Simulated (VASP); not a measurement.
# Ga (Pm-3m) in VASP: a series of runs

Ga is run at these levels: BLYP, r2SCAN, LDA; tasks: single point.

All numbers are computed with VASP 6.6.1; they aren't measurements. Logs are shortened: lines on timing, memory, paths and dates and some standing lists are left out, and cuts for length are marked.

**1. The cell of the first run**

The structure is cubic, space group Pm-3m (No. 221). Conventional cell: a = 2.821 Å, b = 2.821 Å, c = 2.821 Å, α = 90.00°, β = 90.00°, γ = 90.00°. Ga (site symmetry m-3m) has 6 Ga at 2.82 Å within 3.7 Å.

**2. Single point, BLYP**

INCAR reads:

```
SYSTEM = Ga
AGGAC = 1.0
AGGAX = 1.0
ALDAC = 0.0
ALDAX = 1.0
ALGO = Normal
EDIFF = 1E-6
ENCUT = 520
GGA = B5
ISIF = 2
ISMEAR = -1
LASPH = .True.
LCHARG = .True.
LELF = .True.
LREAL = .False.
LVHAR = .True.
LWAVE = .False.
NBANDS = 12
NELM = 80
PREC = Accurate
SIGMA = 0.05
```

KPOINTS reads:

```
k-points
0
Gamma
  10 10 10
  0 0 0
```

POSCAR reads:

```
Ga
1.0
    2.8210248787      0.0000000000      0.0000000000
    0.0000000000      2.8210248787      0.0000000000
    0.0000000000      0.0000000000      2.8210248787
Ga
1
Direct
    0.0000000000      0.0000000000      0.0000000000
```

Potentials or basis: VASP PAW PBE potentials, release 64 (Ga_d).

Command:

```bash
$ cat potpaw_PBE.64/Ga_d/POTCAR > POTCAR
$ mpirun -np 1 vasp_std > vasp.out
```

OUTCAR:

```text
SYSTEM = Ga
   EDIFF = 1E-6
   ENCUT = 520
   GGA = B5
   ISIF = 2
   ISMEAR = -1
   LASPH = .True.
   LREAL = .False.
   NELM = 80
   PREC = Accurate

 ion  position               nearest neighbor table
   1  0.000  0.000  0.000-

  LATTYP: Found a simple cubic cell.
 ALAT       =     2.8210248787

  Lattice vectors:

 A1 = (   2.8210248787,   0.0000000000,   0.0000000000)
 A2 = (   0.0000000000,   2.8210248787,   0.0000000000)
 A3 = (   0.0000000000,   0.0000000000,   2.8210248787)

Analysis of symmetry for initial positions (statically):
=====================================================================
 Subroutine PRICEL returns:
 Original cell was already a primitive cell.

 Routine SETGRP: Setting up the symmetry group for a
 simple cubic supercell.

 Subroutine GETGRP returns: Found 48 space group operations
 (whereof 48 operations were pure point group operations)
 out of a pool of 48 trial point group operations.

The static configuration has the point symmetry O_h .

Analysis of symmetry for dynamics (positions and initial velocities):
=====================================================================
 Subroutine PRICEL returns:
 Original cell was already a primitive cell.

 Routine SETGRP: Setting up the symmetry group for a
 simple cubic supercell.

 Subroutine GETGRP returns: Found 48 space group operations
 (whereof 48 operations were pure point group operations)
 out of a pool of 48 trial point group operations.

The dynamic configuration has the point symmetry O_h .

 Subroutine INISYM returns: Found 48 space group operations
 (whereof 48 operations are pure point group operations),
 and found     1 'primitive' translations

----------------------------------------------------------------------------------------

                                     Primitive cell

  volume of cell :      22.4502

  direct lattice vectors                    reciprocal lattice vectors
     2.821024879  0.000000000  0.000000000     0.354481099  0.000000000  0.000000000
     0.000000000  2.821024879  0.000000000     0.000000000  0.354481099  0.000000000
     0.000000000  0.000000000  2.821024879     0.000000000  0.000000000  0.354481099

  length of vectors
     2.821024879  2.821024879  2.821024879     0.354481099  0.354481099  0.354481099

  position of ions in fractional coordinates (direct lattice)
     0.000000000  0.000000000  0.000000000

  ion indices of the primitive-cell ions
   primitive index   ion index
                 1           1
[... 73 lines left out ...]
   LREAL  =      F    real-space projection
   EDIFFG = 0.1E-04   stopping-criterion for IOM
   NSW    =      0    number of steps for IOM
   IBRION =     -1    ionic relax: 0-MD 1-quasi-New 2-CG
   NFREE  =      0    steps in history (QN), initial steepest desc. (CG)
   ISIF   =      2    stress and relaxation
   ISYM   =      2    0-nonsym 1-usesym 2-fastsym
   POTIM  = 0.5000    time-step for ionic-motion
   TEBEG  =    0.0;   TEEND  =   0.0 temperature during run
   PSTRESS=    0.0 pullay stress
   NELECT =      13.0000    total number of electrons
   NUPDOWN=      -1.0000    fix difference up-down
   EMIN   =  10.00;   EMAX   =-10.00  energy-range for DOS
   EFERMI =   0.00;   METHOD = LEGACY
   ISMEAR =    -1;   SIGMA  =   0.05  broadening in eV -4-tet -1-fermi 0-gaus
   EFERMI_NEDOS =   21; number of points for ismear=-14 and -15
   IALGO  =     38    algorithm
   IMIX   =      4    mixing-type and parameters
     AMIX     =   0.40;   BMIX     =  1.00
     AMIX_MAG =   1.60;   BMIX_MAG =  1.00
  volume/ion in A,a.u.               =      22.45       151.50
  Fermi-wavevector in a.u.,A,eV,Ry     =   1.364528  2.578584 25.333176  1.861936
  Thomas-Fermi vector in A             =   2.490836
   LORBIT       =      0    0 simple, 1 ext, 2 COOP (PROOUT), +10 PAW based schemes
   GGA     = B5    functional components
   LHFCALC =     F    Hartree Fock is set to
   AEXX    =    0.0000 exact exchange contribution
   IVDW    =     0    specifies the selected vdW correction
   LEPSILON=     F    determine dielectric tensor
   LRPA    =     F    only Hartree local field effects (RPA)
 non-spin polarized calculation
  energy-cutoff  :      520.00
  volume of cell :       22.45
 maximum number of plane-waves:       624
 NGX is ok and might be reduce to    24
   NGX = 11   NGY = 11   NGZ = 11

 number of electron      12.9999994 magnetization

 Free energy of the ion-electron system (eV)
  ---------------------------------------------------
  ext. energy  EPLUGINS =         0.00000000
  ---------------------------------------------------
  free energy    TOTEN  =        -2.14655949 eV

  energy without entropy =       -2.14168252  energy(sigma->0) =       -2.14412101

 E-fermi :   4.3739     XC(G=0):  -9.5055

 val. band max:        4.3012661644   @ k =   0.4000   0.3000   0.2000
 cond. band min:       4.4161833790   @ k =   0.4000   0.4000   0.1000
 fundamental gap:      0.1149172146
 Fermi energy:         4.3739253476

 k-point     1 :       0.0000    0.0000    0.0000
  band No.  band energies     occupation
      1     -10.7674      2.00000
      2     -10.7674      2.00000
      3     -10.3740      2.00000
      4     -10.3740      2.00000
      5     -10.3740      2.00000
      6      -5.5420      2.00000
      7      12.3931      0.00000
      8      12.3931      0.00000
      9      12.3931      0.00000
     10      15.6780      0.00000
     11      15.6780      0.00000
     12      17.8151      0.00000
[... 331 lines left out ...]
 k-point    24 :       0.3000    0.1000    0.1000
  band No.  band energies     occupation
      1     -10.7082      2.00000
      2     -10.5681      2.00000
      3     -10.4601      2.00000
      4     -10.4559      2.00000
      5     -10.3884      2.00000
      6      -3.5307      2.00000
      7       4.7793      0.00060
      8      11.7028      0.00000
      9      12.3104      0.00000
     10      19.5168      0.00000
     11      19.8202      0.00000
     12      21.1173      0.00000

 [... further k-points ...]
[... 5 lines left out ...]
  --------------------------------------------------------------------------------------
  -------------------------------------------------------------------------------------
  Total       -0.0049332     -0.0049332     -0.0049332      0.0000000      0.0000000      0.0000000
  in kB       -0.3520648     -0.3520648     -0.3520648      0.0000000      0.0000000      0.0000000
  external PRESSURE =      -0.3520648 kB  Pullay stress =       0.0000000 kB

 VOLUME and BASIS-vectors are now :
 -----------------------------------------------------------------------------
  energy-cutoff  :      520.00
  volume of cell :       22.45
      direct lattice vectors                 reciprocal lattice vectors
     2.821024879  0.000000000  0.000000000     0.354481099  0.000000000  0.000000000
     0.000000000  2.821024879  0.000000000     0.000000000  0.354481099  0.000000000
     0.000000000  0.000000000  2.821024879     0.000000000  0.000000000  0.354481099

 POSITION                                       TOTAL-FORCE (eV/Angst)
 -----------------------------------------------------------------------------------
      0.00000      0.00000      0.00000         0.000000      0.000000      0.000000
 -----------------------------------------------------------------------------------
    total drift:                                0.000000     -0.000000      0.000000

  FREE ENERGIE OF THE ION-ELECTRON SYSTEM (eV)
  ---------------------------------------------------
  free  energy   TOTEN  =        -2.1465594870 eV

  energy  without entropy=       -2.1416825231  energy(sigma->0) =       -2.14412101
```

Run time: 6.2 s. Hardware: 1 thread of Intel Xeon 6975P-C (Granite Rapids), shared host; peak memory 0.14 GiB.

Results:

```yaml
Free_energy: -2.1466 eV
Pressure: 0.0 GPa
```

Caveat: the PAW data sets were made with another functional, which shifts forces and pressure a little.

**3. Single point, r2SCAN**

This run uses another cell than the first one, of 20.05 Å³/atom, 0.893 times its volume.

POSCAR reads:

```
Ga
1.0
    2.7164800000      0.0000000000      0.0000000000
    0.0000000000      2.7164800000      0.0000000000
    0.0000000000      0.0000000000      2.7164800000
Ga
1
Direct
    0.0000000000      0.0000000000      0.0000000000
```

INCAR.step1 reads:

```
PREC = Accurate ; ENCUT = 520
ISMEAR = -1 ; SIGMA = 0.05
LREAL = F ; LASPH = T
NELM = 100 ; NBANDS = 12
GGA = PE ; ALGO = Normal
EDIFF = 1E-4 ; LWAVE = T
LCHARG = F
```

INCAR.step2 reads:

```
PREC = Accurate ; ENCUT = 520
EDIFF = 1E-6 ; ISMEAR = -1
SIGMA = 0.05 ; LREAL = F
LASPH = T ; NELM = 100
ALGO = Normal ; ISIF = 2
LWAVE = F ; LCHARG = F
METAGGA = R2SCAN ; LMIXTAU = T
NBANDS = 12 ; ISTART = 1
```

KPOINTS reads:

```
regular mesh
0
Gamma
  10 10 10
```

Potentials or basis: VASP PAW PBE potentials, release 64 (Ga_d).

Command:

```bash
$ cat potpaw_PBE.64/Ga_d/POTCAR > POTCAR
$ cp INCAR.step1 INCAR
$ mpirun -np 1 vasp_std > vasp.out
$ cp INCAR.step2 INCAR
$ mpirun -np 1 vasp_std > vasp.out
```

Run time: 15 s. Hardware: 1 thread of Intel Xeon 6975P-C (Granite Rapids), shared host; peak memory 0.13 GiB.

It converged, with:

* Free energy: -11.3004 eV
* Pressure: -2.6 GPa

Levels at points of the mesh, in eV from the Fermi level:
```
           k point  band 4  band 5  band 6  band 7  band 8  band 9
(0.00, 0.00, 0.00)  -15.09  -15.09  -11.08    9.46    9.46    9.46
(0.50, 0.00, 0.00)  -15.24  -15.08   -6.48   -4.29   13.09   13.09
(0.50, 0.50, 0.00)  -15.22  -14.95   -1.60   -0.77   -0.77    4.67
(0.50, 0.50, 0.50)  -14.94  -14.94    2.68    2.68    2.68    4.30
```

Caveat: the PAW data sets were made with another functional, which shifts forces and pressure a little.

**4. Single point, LDA, non-collinear spin, zero start, spin-orbit coupling**

This run uses another cell than the first one, of 20.05 Å³/atom, 0.893 times its volume.

INCAR reads:

```
ALGO = Normal
EDIFF = 1E-7
ENCUT = 520
GGA_COMPAT = F
ISIF = 2
ISMEAR = -1
LASPH = T
LCHARG = F
LORBIT = 11
LORBMOM = T
LREAL = F
LSORBIT = T
LWAVE = F
MAGMOM = 0 0 0
NBANDS = 24
NELM = 150
PREC = Accurate
SIGMA = 0.05
```

KPOINTS reads:

```
k-points
0
Gamma
  7 7 7
```

POSCAR is that of step 3.

Potentials or basis: VASP PAW LDA potentials, release 64 (Ga_d).

Command:

```bash
$ cat potpaw_LDA.64/Ga_d/POTCAR > POTCAR
$ mpirun -np 1 vasp_ncl > vasp.out
```

Wall time 6.3 s (1 thread of Intel Xeon 6975P-C (Granite Rapids), shared host); peak memory 0.15 GiB.

Results (log left out):

* Free energy: -3.4974 eV
* Pressure: -5.6 GPa
* Net moment: 0.00 μB per cell
* Valence electrons inside the program's atomic spheres: Ga 11.58

Moments on the atoms (μB; x, y, z):
```
Ga  0.00 0.00 0.00
```

**5. Overview**

```csv
level,potentials or basis,spin,cell,k mesh,gap on the mesh (eV),pressure (GPa)
BLYP,"VASP PAW PBE potentials, release 64 (Ga_d)",off,"a = 2.821 Å, 1 atom",10 × 10 × 10,none,0.0
r2SCAN,"VASP PAW PBE potentials, release 64 (Ga_d)",off,"a = 2.716 Å, 1 atom",10 × 10 × 10,none,-2.6
LDA,"VASP PAW LDA potentials, release 64 (Ga_d)","non-collinear, zero start, SOC","a = 2.716 Å, 1 atom",7 × 7 × 7,-,-5.6
```

Alike in all rows: task single point; cutoff (eV) 520; smearing fermi-dirac 0.05 eV.

Caveats: the PAW data sets were made with another functional, which shifts forces and pressure a little (some runs).

Total energies depend on the potentials used, so only differences within one code and one set of settings carry meaning.
